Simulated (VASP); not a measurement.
Set up this calculation in VASP 6.6.1, as the native input.

- Task: single point
- Functional: PBEsol
- Potentials or basis: VASP PAW PBE potentials, release 64 (Zn, Re)
- Cutoff: 520 eV
- k mesh: 16 × 16 × 9
- Occupations: fermi-dirac, width 0.08 eV
- Spin: collinear spin
- Starting moments: [0.0, 0.8] μB
- Fixed moment: 0.8 μB
- Dipole correction: no
- Further INCAR settings: ALGO = Normal; EDIFF = 1e-07; NBANDS = 20

The structure of ZnRe lies in POSCAR:

```
ZnRe
1.0
    2.7482183437      0.0000000000      0.0000000000
   -1.3741091718      2.3800269008      0.0000000000
    0.0000000000      0.0000000000      4.4940660000
Zn Re
1 1
Direct
    0.0000000000      0.0000000000      0.0000000000
    0.3333333333      0.6666666667      0.5000000000
```

One way to write it, as run:

INCAR

```
PREC = Accurate
ENCUT = 520
EDIFF = 1E-7
ISMEAR = -1
SIGMA = 0.08
LREAL = F
LASPH = T
NELM = 150
ALGO = Normal
ISIF = 2
LWAVE = F
LCHARG = F
ISPIN = 2
MAGMOM = 0 0.8
LORBIT = 11
NUPDOWN = 0.8
LMAXMIX = 4
GGA = PS
NBANDS = 20
```

KPOINTS

```
Automatic mesh
0
Gamma
  16 16 9
```

Potentials or basis: VASP PAW PBE potentials, release 64 (Zn, Re).

Run with:

```console
$ cat potpaw_PBE.64/Zn/POTCAR potpaw_PBE.64/Re/POTCAR > POTCAR
$ mpirun -np 1 vasp_std > vasp.out
```

Results of the run:

| Property | Result |
| --- | --- |
| Pressure | -7.4 GPa |
| Net moment | 0.80 μB per cell |
| Site moments | Zn +0.04; Re +0.69 μB |
| Valence electrons inside the program's atomic spheres | Zn 10.89; Re 5.92 |

Caveat: the cell stands under tension; the PAW data sets were made with another functional, which shifts forces and pressure a little; the total moment is fixed, so each spin has its own Fermi level and the state may be an excited one.

Wall time 69 s on 1 thread of Intel(R) Xeon(R) 6975P-C (Granite Rapids), with other jobs on the host, peak memory 0.25 GiB.
